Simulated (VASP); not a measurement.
# NaSi16C16 (a cell with a defect) in VASP: further runs

Runs on NaSi16C16 (a cell with a defect). Level: PBE. Tasks: single point.

All numbers are computed with VASP 6.6.1; they aren't measurements. Logs are shortened: lines on timing, memory, paths and dates and some standing lists are left out, and cuts for length are marked.

## Step 1: The cell of the first run

The cell holds a defect, 33 atoms: a = 6.188 Å, b = 6.188 Å, c = 10.129 Å, α = 90.00°, β = 90.00°, γ = 120.00°.

## Step 2: Single point, PBE

Input file INCAR:

```
SYSTEM = NaSi16C16
  PREC = Accurate
  ENCUT = 520
  EDIFF = 1E-6
  ISMEAR = -1
  SIGMA = 0.01
  LREAL = Auto
  LASPH = .TRUE.
  NELM = 120
  ALGO = Normal
  ISIF = 2
  LWAVE = .FALSE.
  LCHARG = .FALSE.
  GGA = PE
  NBANDS = 90
  NELECT = 134.0
  GGA_COMPAT = .FALSE.
  ISYM = -1
```

Input file KPOINTS:

```
explicit points
1
Reciprocal
  0.25000000   0.25000000   0.25000000 1
```

Input file POSCAR:

```
NaSi16C16
1.0
    6.1879230296      0.0000000560      0.0000000000
   -3.0939615633      5.3588985123      0.0000000000
    0.0000000000      0.0000000000     10.1287833600
Si C Na
16 16 1
Direct
    0.3458933809      0.1542638200      0.9458616360
    0.1656575009      0.3340150256      0.4365102971
   -0.0049922769     -0.0115311275      0.6818984992
   -0.0012386388      0.0005297485      0.1885081022
    0.3474562179      0.6889855922      0.9454698115
    0.1645676565      0.8335026781      0.4361572116
   -0.0038524550      0.5026248361      0.6818480836
   -0.0009747704      0.5003479682      0.1884944124
    0.8107941371      0.1525265339      0.9454458852
    0.6661144983      0.3351189566      0.4361646123
    0.5000220596     -0.0010519246      0.6807736163
    0.4986418788      0.0006728148      0.1990769067
    0.8349054731      0.6650773234      0.9372835147
    0.6659837522      0.8336425148      0.4361741230
    0.5105390702      0.5040279266      0.6818829342
    0.4987777009      0.5004879186      0.1885246882
    0.3397088330      0.1595977625      0.7485702163
    0.1647604481      0.3346465471      0.2497105884
   -0.0005518838     -0.0004033540      0.4985242729
    0.0004368974     -0.0006814329      0.0006177708
    0.3412891487      0.6764464595      0.7483230189
    0.1622360934      0.8334874536      0.2505587877
   -0.0003103716      0.5001750381      0.4983381925
    0.0008609815      0.4989759633      0.0008062279
    0.8224317432      0.1574763096      0.7483930616
    0.6660300027      0.3372829752      0.2505223233
    0.4997320436      0.0001136239      0.4965131955
    0.5003054693     -0.0003778094      0.0142231772
    0.8351312896      0.6640152533      0.7497362731
    0.6656955498      0.8337453545      0.2504782008
    0.5001258873      0.5003316946      0.4985234184
    0.5007790475      0.4994856931      0.0006969409
    0.1677481975      0.3317623394      0.8429047376
```

Potentials or basis: VASP PAW PBE potentials, release 64 (Si, C, Na_pv).

Started as:

```console
$ cat potpaw_PBE.64/Si/POTCAR potpaw_PBE.64/C/POTCAR potpaw_PBE.64/Na_pv/POTCAR > POTCAR
$ mpirun -np 1 vasp_std > vasp.out
```

OUTCAR:

```text
SYSTEM = NaSi16C16
   PREC = Accurate
   ENCUT = 520
   EDIFF = 1E-6
   ISMEAR = -1
   LREAL = Auto
   LASPH = .TRUE.
   NELM = 120
   ISIF = 2
   GGA = PE
   NELECT = 134.0
   ISYM = -1

 ion  position               nearest neighbor table
   1  0.346  0.154  0.946-  28 1.80  32 1.93  20 1.94  17 2.00  33 2.17   9 2.88   5 2.88  12 3.05
                            16 3.08   4 3.08  13 3.10  13 3.10
   2  0.166  0.334  0.437-  23 1.89  18 1.89  19 1.90  31 1.90   7 3.08   8 3.08  16 3.08   4 3.08
                            10 3.09   6 3.09  14 3.09  14 3.09   6 3.09  10 3.09  15 3.10   3 3.10
   3  0.995  0.988  0.682-  19 1.86  29 1.87  25 1.95  17 1.97  33 2.46  15 3.00   7 3.01   6 3.04
                            14 3.05  11 3.09  11 3.10   2 3.10  13 3.11
   4  0.999  0.001  0.189-  22 1.88  30 1.89  18 1.89  20 1.90   9 3.06  14 3.08   6 3.08   2 3.08
                             1 3.08   8 3.09  16 3.09  16 3.09  12 3.09   8 3.10  12 3.10  13 3.12
   5  0.347  0.689  0.945-  28 1.80  32 1.92  24 1.94  21 2.00  33 2.18   9 2.87   1 2.88  12 3.06
                            16 3.06   8 3.09  13 3.09  13 3.10
   6  0.165  0.834  0.436-  22 1.88  19 1.88  23 1.89  27 1.90  12 3.00   3 3.04   7 3.06  11 3.06
                             4 3.08   8 3.08  10 3.08  14 3.09   2 3.09   2 3.09  14 3.10  10 3.10
   7  0.996  0.503  0.682-  23 1.86  29 1.86  21 1.97  25 1.97  33 2.46  15 3.01   3 3.01  10 3.05
                             6 3.06   2 3.08  11 3.09  11 3.09  13 3.11
   8  0.999  0.500  0.188-  18 1.88  26 1.89  22 1.89  24 1.90  10 3.08   6 3.08   2 3.08   9 3.09
                             5 3.09  16 3.09   4 3.09  13 3.10  12 3.10   4 3.10  16 3.10  12 3.10
   9  0.811  0.153  0.945-  28 1.80  20 1.92  24 1.94  25 2.00  33 2.18   5 2.87   1 2.88   4 3.06
                            12 3.07   8 3.09  13 3.09  13 3.10
  10  0.666  0.335  0.436-  26 1.88  31 1.88  23 1.90  27 1.90  12 3.00  15 3.04   7 3.05  11 3.06
                            16 3.08   8 3.08   6 3.08  14 3.09   2 3.09   2 3.09  14 3.10   6 3.10
  11  0.500  0.999  0.681-  17 1.85  25 1.86  21 1.86  27 1.87  14 3.05   6 3.06  10 3.06   3 3.09
                            15 3.09   7 3.09   7 3.09  15 3.10   3 3.10
  12  0.499  0.001  0.199-  30 1.86  28 1.87  22 1.88  26 1.88   6 3.00  14 3.00  10 3.00   1 3.05
                             5 3.06   9 3.07  16 3.09   4 3.09   8 3.10   8 3.10   4 3.10  16 3.10
  13  0.835  0.665  0.937-  24 1.89  29 1.90  32 1.90  20 1.90   5 3.09   9 3.09   8 3.10   1 3.10
                             1 3.10   9 3.10   5 3.10   3 3.11   7 3.11   4 3.12  15 3.12  16 3.12
  14  0.666  0.834  0.436-  30 1.88  27 1.88  31 1.89  19 1.90  12 3.00  11 3.05   3 3.05  15 3.05
                             4 3.08  16 3.08  10 3.09   6 3.09   2 3.09   2 3.09   6 3.10  10 3.10
  15  0.511  0.504  0.682-  31 1.86  29 1.87  21 1.95  17 1.97  33 2.46   3 3.00   7 3.01  10 3.04
                            14 3.05  11 3.09  11 3.10   2 3.10  13 3.12
  16  0.499  0.500  0.189-  26 1.88  30 1.89  18 1.89  32 1.90   5 3.06  10 3.08  14 3.08   2 3.08
                             1 3.08   8 3.09   4 3.09   4 3.09  12 3.09   8 3.10  12 3.10  13 3.12
  17  0.340  0.160  0.749-  11 1.85  15 1.97   3 1.97   1 2.00  33 2.08
  18  0.165  0.335  0.250-   8 1.88   2 1.89  16 1.89   4 1.89
  19  0.999  1.000  0.499-   3 1.86   6 1.88  14 1.90   2 1.90
  20  0.000  0.999  0.001-  13 1.90   4 1.90   9 1.92   1 1.94  33 2.39
  21  0.341  0.676  0.748-  11 1.86  15 1.95   7 1.97   5 2.00  33 2.08
  22  0.162  0.833  0.251-  12 1.88   4 1.88   6 1.88   8 1.89
  23  1.000  0.500  0.498-   7 1.86   2 1.89   6 1.89  10 1.90
  24  0.001  0.499  0.001-  13 1.89   8 1.90   9 1.94   5 1.94  33 2.40
  25  0.822  0.157  0.748-  11 1.86   3 1.95   7 1.97   9 2.00  33 2.08
  26  0.666  0.337  0.251-  12 1.88  16 1.88  10 1.88   8 1.89
  27  0.500  0.000  0.497-  11 1.87  14 1.88  10 1.90   6 1.90
  28  0.500  1.000  0.014-   1 1.80   9 1.80   5 1.80  12 1.87
  29  0.835  0.664  0.750-   7 1.86   3 1.87  15 1.87  13 1.90
  30  0.666  0.834  0.250-  12 1.86  14 1.88   4 1.89  16 1.89
  31  0.500  0.500  0.499-  15 1.86  10 1.88  14 1.89   2 1.90
  32  0.501  0.499  0.001-  13 1.90  16 1.90   5 1.92   1 1.93  33 2.40
  33  0.168  0.332  0.843-  17 2.08  21 2.08  25 2.08   1 2.17   9 2.18   5 2.18  20 2.39  32 2.40
                            24 2.40   7 2.46  15 2.46   3 2.46

IMPORTANT INFORMATION: All symmetrisations will be switched off!
NOSYMM: (Re-)initialisation of all symmetry stuff for point group C_1.

----------------------------------------------------------------------------------------

                                     Primitive cell

  volume of cell :     335.8750

  direct lattice vectors                    reciprocal lattice vectors
     6.187923030  0.000000056  0.000000000     0.161605112  0.093302757  0.000000000
    -3.093961563  5.358898512  0.000000000    -0.000000002  0.186605511  0.000000000
     0.000000000  0.000000000 10.128783360     0.000000000  0.000000000  0.098728541

  length of vectors
     6.187923030  6.187923030 10.128783360     0.186605511  0.186605511  0.098728541

  position of ions in fractional coordinates (direct lattice)
     0.345893381  0.154263820  0.945861636
     0.165657501  0.334015026  0.436510297
     0.995007723  0.988468873  0.681898499
     0.998761361  0.000529748  0.188508102
     0.347456218  0.688985592  0.945469811
     0.164567656  0.833502678  0.436157212
[... 25 lines left out ...]
     0.500779048  0.499485693  0.000696941
     0.167748198  0.331762339  0.842904738

  ion indices of the primitive-cell ions
   primitive index   ion index
                 1           1
                 2           2
                 3           3
                 4           4
                 5           5
                 6           6
[... 25 lines left out ...]
                32          32
                33          33

----------------------------------------------------------------------------------------

 KPOINTS: explicit points

Read explicit list of k-points.

 Found      1 k-points:

 Following reciprocal coordinates:
            Coordinates               Weight
  0.250000  0.250000  0.250000      1.000000
   k-points           NKPTS =      1   k-points in BZ     NKDIM =      1   number of bands    NBANDS=     90
   number of dos      NEDOS =    301   number of ions     NIONS =     33
   total plane-waves  NPLWV = 184320
   dimension x,y,z NGX =    48 NGY =   48 NGZ =   80
   dimension x,y,z NGXF=    96 NGYF=   96 NGZF=  160
   ions per type =              16  16   1
   NGX,Y,Z   is equivalent  to a cutoff of  12.90, 12.90, 13.13 a.u.
   NGXF,Y,Z  is equivalent  to a cutoff of  25.79, 25.79, 26.26 a.u.
 SYSTEM =  NaSi16C16
   PREC   = accura    normal or accurate (medium, high low for compatibility)
   ISTART =      0    job   : 0-new  1-cont  2-samecut
   ICHARG =      2    charge: 1-file 2-atom 10-const
   ISPIN  =      1    spin polarized calculation?
   LNONCOLLINEAR =      F non collinear calculations
   LSORBIT =      F    spin-orbit coupling
   LASPH  =      T    aspherical Exc in radial PAW
   ENCUT  =  520.0 eV  38.22 Ry    6.18 a.u.  11.51 11.51 18.83*2*pi/ulx,y,z
   NELM   =    120;   NELMIN=  2; NELMDL= -5     # of ELM steps
   EDIFF  = 0.1E-05   stopping-criterion for ELM
   LREAL  =      T    real-space projection
   EDIFFG = 0.1E-04   stopping-criterion for IOM
   NSW    =      0    number of steps for IOM
   IBRION =     -1    ionic relax: 0-MD 1-quasi-New 2-CG
   NFREE  =      0    steps in history (QN), initial steepest desc. (CG)
   ISIF   =      2    stress and relaxation
   ISYM   =     -1    0-nonsym 1-usesym 2-fastsym
   POTIM  = 0.5000    time-step for ionic-motion
   TEBEG  =    0.0;   TEEND  =   0.0 temperature during run
   PSTRESS=    0.0 pullay stress
   NELECT =     134.0000    total number of electrons
   NUPDOWN=      -1.0000    fix difference up-down
   EMIN   =  10.00;   EMAX   =-10.00  energy-range for DOS
   EFERMI =   0.00;   METHOD = LEGACY
   ISMEAR =    -1;   SIGMA  =   0.01  broadening in eV -4-tet -1-fermi 0-gaus
   EFERMI_NEDOS =   21; number of points for ismear=-14 and -15
   IALGO  =     38    algorithm
   IMIX   =      4    mixing-type and parameters
     AMIX     =   0.40;   BMIX     =  1.00
     AMIX_MAG =   1.60;   BMIX_MAG =  1.00
  volume/ion in A,a.u.               =      10.18        68.68
  Fermi-wavevector in a.u.,A,eV,Ry     =   1.205176  2.277453 19.761775  1.452450
  Thomas-Fermi vector in A             =   2.340880
   LORBIT       =      0    0 simple, 1 ext, 2 COOP (PROOUT), +10 PAW based schemes
   GGA     = PE    functional components
   LHFCALC =     F    Hartree Fock is set to
   AEXX    =    0.0000 exact exchange contribution
   IVDW    =     0    specifies the selected vdW correction
   LEPSILON=     F    determine dielectric tensor
   LRPA    =     F    only Hartree local field effects (RPA)
 non-spin polarized calculation
  energy-cutoff  :      520.00
  volume of cell :      335.88
 maximum number of plane-waves:      9024
 NGX is ok and might be reduce to    48
   NGX = 23   NGY = 23   NGZ = 37

 number of electron     133.9999999 magnetization

 Free energy of the ion-electron system (eV)
  ---------------------------------------------------
  ext. energy  EPLUGINS =         0.00000000
  ---------------------------------------------------
  free energy    TOTEN  =      -251.89061169 eV

  energy without entropy =     -251.89061169  energy(sigma->0) =     -251.89061169

 E-fermi :   7.9013     XC(G=0): -11.4112

 val. band max:        7.5859917671   @ k =   0.2500   0.2500   0.2500
 cond. band min:      11.7120586788   @ k =   0.2500   0.2500   0.2500
 fundamental gap:      4.1260669117
 Fermi energy:         7.9013382547

 k-point     1 :       0.2500    0.2500    0.2500
  band No.  band energies     occupation
      1     -15.5232      2.00000
      2     -15.5071      2.00000
      3     -15.4134      2.00000
      4      -6.3842      2.00000
      5      -5.8056      2.00000
      6      -5.3965      2.00000
[... 71 lines left out ...]
     78      13.7358      0.00000
     79      13.8191      0.00000
 [bands above 79 left out]

------------------------ aborting loop because EDIFF is reached ----------------------------------------

  FORCE on cell =-STRESS in cart. coord.  units (eV):
  Direction    XX          YY          ZZ          XY          YZ          ZX
  --------------------------------------------------------------------------------------
  -------------------------------------------------------------------------------------
  Total        5.2599711     -5.4360476      7.8045298     -9.2264564     -1.1644630     -0.3755860
  in kB       25.0908989    -25.9308120     37.2288487    -44.0116650     -5.5546735     -1.7916051
  external PRESSURE =      12.1296452 kB  Pullay stress =       0.0000000 kB

 VOLUME and BASIS-vectors are now :
 -----------------------------------------------------------------------------
  energy-cutoff  :      520.00
  volume of cell :      335.88
      direct lattice vectors                 reciprocal lattice vectors
     6.187923030  0.000000056  0.000000000     0.161605112  0.093302757  0.000000000
    -3.093961563  5.358898512  0.000000000    -0.000000002  0.186605511  0.000000000
     0.000000000  0.000000000 10.128783360     0.000000000  0.000000000  0.098728541

 POSITION                                       TOTAL-FORCE (eV/Angst)
 -----------------------------------------------------------------------------------
      1.66308      0.82668      9.58043         0.033478     -0.019207      0.019096
     -0.00835      1.78995      4.42132         0.000537     -0.001671     -0.000642
      3.09875      5.29710      6.90680        -0.002136     -0.009819     -0.007748
      6.17862      0.00284      1.90936         0.003184     -0.001256     -0.002397
      0.01834      3.69220      9.57646         0.003787      0.036540      0.023999
     -1.56049      4.46666      4.41774        -0.002012     -0.000418     -0.004333
[... 25 lines left out ...]
      1.55339      2.67669      0.00706        -0.001656      0.007850      0.013181
      0.01155      1.77788      8.53760        -0.010852      0.003008      0.011361
 -----------------------------------------------------------------------------------
    total drift:                                0.028612     -0.013942      0.021449

  FREE ENERGIE OF THE ION-ELECTRON SYSTEM (eV)
  ---------------------------------------------------
  free  energy   TOTEN  =      -251.8906116873 eV

  energy  without entropy=     -251.8906116873  energy(sigma->0) =     -251.89061169
```

Wall time 43 s (1 thread of Intel Xeon 6975P-C (Granite Rapids), shared host); peak memory 0.41 GiB.

Results:

* Free energy: -251.8906 eV
* Largest force: 0.053 eV/Å

Forces on the atoms (eV/Å):
```
Si   0.033 -0.019  0.019
Si   0.001 -0.002 -0.001
Si  -0.002 -0.010 -0.008
Si   0.003 -0.001 -0.002
Si   0.004  0.037  0.024
Si  -0.002  0.000 -0.004
Si  -0.009  0.006 -0.011
Si   0.003 -0.001 -0.002
Si  -0.029 -0.023  0.026
Si  -0.001  0.004 -0.004
Si   0.001 -0.002 -0.002
Si   0.003 -0.002 -0.019
Si  -0.001 -0.001 -0.001
Si   0.003 -0.003 -0.001
Si   0.006  0.006 -0.009
Si   0.006 -0.001 -0.003
C    0.040 -0.024 -0.014
C    0.002 -0.002  0.001
C    0.007  0.005  0.005
C   -0.006 -0.001  0.011
C    0.000  0.046 -0.021
C    0.005  0.002 -0.002
C    0.010 -0.004  0.008
C   -0.017  0.010  0.009
C   -0.039 -0.025 -0.025
C    0.001 -0.004 -0.004
C    0.001 -0.002  0.006
C   -0.011  0.008 -0.009
C   -0.007  0.001  0.001
C    0.003  0.000  0.004
C    0.004 -0.007  0.004
C   -0.002  0.008  0.013
Na  -0.011  0.003  0.011
```

Levels at points of the mesh, in eV from the Fermi level:
| k point | band 63 | band 64 | band 65 | band 66 | band 67 | band 68 | band 69 | band 70 | band 71 | band 72 |
| --- | --- | --- | --- | --- | --- | --- | --- | --- | --- | --- |
| (0.25, 0.25, 0.25) | -1.14 | -0.88 | -0.83 | -0.65 | -0.32 | 3.81 | 3.91 | 4.15 | 4.31 | 4.40 |

Caveat: the cell carries a net charge on a neutralising background, which shifts energy and pressure; the cell is charged against a uniform background, so pressure and absolute levels hang on convention.

## Step 3: Single point, PBE

Input file INCAR:

```
SYSTEM = NaSi16C16
PREC = Accurate
ENCUT = 520
EDIFF = 1E-6
ISMEAR = -1
SIGMA = 0.01
LREAL = Auto
LASPH = .True.
NELM = 120
ALGO = Normal
ISIF = 2
LWAVE = .False.
LCHARG = .False.
GGA = PE
NBANDS = 90
NELECT = 134.0
GGA_COMPAT = .False.
ISYM = -1
```

KPOINTS is that of step 2.

Input file POSCAR:

```
NaSi16C16
1.0
    6.1879230300      0.0000000600      0.0000000000
   -3.0939615600      5.3588985100      0.0000000000
    0.0000000000      0.0000000000     10.1287833600
Si C Na
16 16 1
Direct
    0.3360646278      0.1663332178      0.9371894948
    0.1671928557      0.3348839826      0.4360860588
    0.0116865370      0.0053336029      0.6818052826
    0.0000898923      0.0017830688      0.1884624758
    0.3119689563      0.6538492447      0.9453813648
    0.1673283425      0.8364029747      0.4360583121
    0.0011048747      0.5002188785      0.6806480467
   -0.0001346535      0.5019721139      0.1989929992
    0.8487414302      0.1903022822      0.9453958704
    0.6657708207      0.3347686131      0.4360371876
    0.4972434382      0.0038834045      0.6817551560
    0.5003405369      0.0016255034      0.1883819552
    0.8469988205      0.6555455929      0.9458190282
    0.6668608621      0.8352602614      0.4364417976
    0.4961018258      0.4897435910      0.6818011302
    0.5000353542      0.5018460638      0.1884365285
    0.3362942728      0.1653045715      0.7496383148
    0.1668826430      0.3350121234      0.2503929565
    0.0013703283      0.0015857097      0.4984333088
    0.0019219931      0.0007681879      0.0006288372
    0.3235408314      0.6587231623      0.7482793890
    0.1672624659      0.8385610739      0.2504102913
    0.0009491374      0.5013868621      0.4964009363
    0.0014567336      0.5009210564      0.0141363880
    0.8425141631      0.1777619709      0.7482347671
    0.6634169357      0.3347332157      0.2504385029
    0.5009415467      0.0014663032      0.4982378612
    0.5020020976      0.0002658378      0.0006802193
    0.8408384963      0.6608243363      0.7485096482
    0.6660123686      0.8359185269      0.2496260596
    0.5007100157      0.5008706859      0.4984156876
    0.5015364269      0.5006134000      0.0005256191
   -0.3311137221     -0.1669526122      0.8427106207
```

Potentials or basis: VASP PAW PBE potentials, release 64 (Si, C, Na_pv).

Started as:

```console
$ cat potpaw_PBE.64/Si/POTCAR potpaw_PBE.64/C/POTCAR potpaw_PBE.64/Na_pv/POTCAR > POTCAR
$ mpirun -np 1 vasp_std > vasp.out
```

It took 40 s on 1 thread of Intel Xeon 6975P-C (Granite Rapids), shared host; peak memory 0.41 GiB.

Results (log left out):

```yaml
Free_energy: -251.8903 eV
Largest_force: 0.054 eV/Å
```

Forces in eV/Å, atoms in the order of the input:
```
Si  -0.003  0.005 -0.001
Si   0.002  0.000 -0.003
Si   0.015  0.004 -0.012
Si  -0.005  0.000 -0.009
Si  -0.028 -0.021  0.018
Si   0.004  0.005 -0.002
Si   0.010  0.002  0.004
Si   0.002 -0.005 -0.021
Si  -0.004  0.030  0.016
Si   0.003  0.000 -0.003
Si  -0.002  0.009 -0.013
Si  -0.008 -0.004 -0.004
Si   0.032 -0.016  0.011
Si   0.001  0.003 -0.006
Si   0.007 -0.008 -0.010
Si  -0.007 -0.006 -0.008
C   -0.005  0.005  0.004
C    0.006  0.001  0.003
C   -0.005 -0.006  0.009
C    0.006  0.004  0.008
C   -0.042 -0.019 -0.022
C    0.009 -0.006  0.001
C   -0.005 -0.005  0.014
C   -0.007  0.001 -0.008
C   -0.002  0.047 -0.026
C    0.006  0.000  0.005
C   -0.001 -0.008  0.010
C   -0.004  0.008  0.014
C    0.038 -0.014 -0.021
C    0.003  0.002  0.001
C   -0.005 -0.008  0.011
C    0.001 -0.009  0.014
Na  -0.010  0.006  0.026
```

Levels at points of the mesh, in eV from the Fermi level:
```
           k point  band 63  band 64  band 65  band 66  band 67  band 68  band 69  band 70  band 71  band 72
(0.25, 0.25, 0.25)    -1.14    -0.88    -0.84    -0.66    -0.32     3.81     3.90     4.15     4.31     4.40
```

Caveat: the cell carries a net charge on a neutralising background, which shifts energy and pressure; the cell is charged against a uniform background, so pressure and absolute levels hang on convention.
